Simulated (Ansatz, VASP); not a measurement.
## One calculation of K4Ag, two programs

File INCAR:

```
PREC     = Accurate       # precision mode
ENCUT    = 520            # plane-wave cutoff, eV
EDIFF    = 1E-6           # SCF threshold, eV
ISMEAR   = 0              # smearing method
SIGMA    = 0.2            # smearing width, eV
LREAL    = False          # projectors in reciprocal space
LASPH    = True           # aspherical terms in the spheres
NELM     = 100            # most SCF steps
ALGO     = Normal         # electronic algorithm
ISIF     = 2              # what is computed and relaxed
LWAVE    = False          # write WAVECAR
LCHARG   = False          # write CHGCAR
GGA      = PE             # functional
NBANDS   = 58             # bands
```

Contents of KPOINTS:

```
Automatic mesh
0
Gamma
  4 4 2
```

File POSCAR:

```
K4Ag
1.0
   -7.4315626295      0.0000000000      0.0000000000
    0.0000000000      0.0000000000     -7.4315626295
    0.0000000000    -14.8631252590      0.0000000000
K Ag
8 2
Direct
    0.5000000000      0.0000000000      0.0000000000
    0.5000000000      0.0000000000      0.5000000000
    0.0000000000      0.0000000000      0.7500000000
    0.0000000000      0.0000000000      0.2500000000
    0.0000000000      0.5000000000      0.0000000000
    0.0000000000      0.5000000000      0.5000000000
    0.0000000000      0.0000000000      0.0000000000
    0.0000000000      0.0000000000      0.5000000000
    0.5000000000      0.5000000000      0.7500000000
    0.5000000000      0.5000000000      0.2500000000
```

Input for Ansatz:

```yaml
crystal:
  lattice:
    - [-7.4315626295, 0.0, 0.0]
    - [0.0, 0.0, -7.4315626295]
    - [0.0, -14.863125259, 0.0]
  atoms:
    - { symbol: K, position: [0.5, 0.0, 0.0] }
    - { symbol: K, position: [0.5, 0.0, 0.5] }
    - { symbol: K, position: [0.0, 0.0, 0.75] }
    - { symbol: K, position: [0.0, 0.0, 0.25] }
    - { symbol: K, position: [0.0, 0.5, 0.0] }
    - { symbol: K, position: [0.0, 0.5, 0.5] }
    - { symbol: K, position: [0.0, 0.0, 0.0] }
    - { symbol: K, position: [0.0, 0.0, 0.5] }
    - { symbol: Ag, position: [0.5, 0.5, 0.75] }
    - { symbol: Ag, position: [0.5, 0.5, 0.25] }
basis:
  ecutwfc: 420
kpoints:
  mp_grid: { grid: [4, 4, 2] }
hamiltonian:
  xc: pbe
scf:
  occupations: { method: gaussian, width: 0.2 }
  lower_state_search: "off"
output:
  forces: true
  stress: true
  eigenvalues: true
```

Alike in both runs: task single point; functional PBE; k mesh 4 × 4 × 2; occupations gaussian, width 0.2 eV; no spin polarisation.

|  | VASP | Ansatz |
| --- | --- | --- |
| version | VASP 6.6.1 | Ansatz 0.2.0 |
| potentials or method | VASP PAW PBE potentials, release 64 (K_sv, Ag), cutoff 520 eV | scalar-relativistic, plane waves, PAW |
| valence electrons in the cell | 94 | 110 |

|  | VASP | Ansatz | Ansatz less VASP |
| --- | --- | --- | --- |
| gap on the k mesh at the Fermi level (eV) | none | none | - |
| pressure (GPa) | 0.0 | 0.0 | +0.01 |

A gap of «none» marks a metal or a gap that the smearing closes. With one functional, cell and mesh, what is left measures potentials, basis and numerics. VASP's potentials hold 94 valence electrons a cell and Ansatz's 110, so a difference there can come from the potentials and not from the codes.
